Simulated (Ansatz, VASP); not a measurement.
# Two plane-wave programs on Si2SnSe6

```
CELL_PARAMETERS angstrom
0.00000 4.54428 4.54428
4.54428 0.00000 4.54428
4.54428 4.54428 0.00000
ATOMIC_POSITIONS crystal
Si 0.75000 0.75000 0.75000
Si 0.25000 0.25000 0.25000
Sn 0.00000 0.00000 0.00000
Se 0.50000 0.00000 0.00000
Se 0.00000 0.50000 0.50000
Se 0.00000 0.50000 0.00000
Se 0.50000 0.00000 0.50000
Se 0.00000 0.00000 0.50000
Se 0.50000 0.50000 0.00000
```

Change from the starting cell: ordered vacancies on the A sites of perovskite (Fm-3m, No. 225).

Alike in both runs: task relaxation of cell and atoms; functional PBE; k mesh 4 × 4 × 4; occupations gaussian, width 0.1 eV; no spin polarisation.

|  | VASP | Ansatz |
| --- | --- | --- |
| version | VASP 6.6.1 | Ansatz 0.2.0 |
| potentials or method | VASP PAW PBE potentials, release 64 (Si, Sn_d, Se), cutoff 600 eV | scalar-relativistic, plane waves, PAW |
| valence electrons in the cell | 58 | 118 |

```csv
,VASP,Ansatz,Ansatz less VASP
"gap on the k mesh at the Fermi level, each at its own relaxed structure (eV)",none,none,-
relaxed volume (Å³/atom),25.86,25.83,-0.027
relaxed cell length with the largest relative difference (Å),6.904,6.902,-0.0024
```

A gap of «none» marks a metal or a gap that the smearing closes. VASP's potentials hold 58 valence electrons a cell and Ansatz's 118, so a difference there can come from the potentials and not from the codes.

Noted on VASP's run: the volume moved by over 15 % at a fixed basis, so the end points are rough.
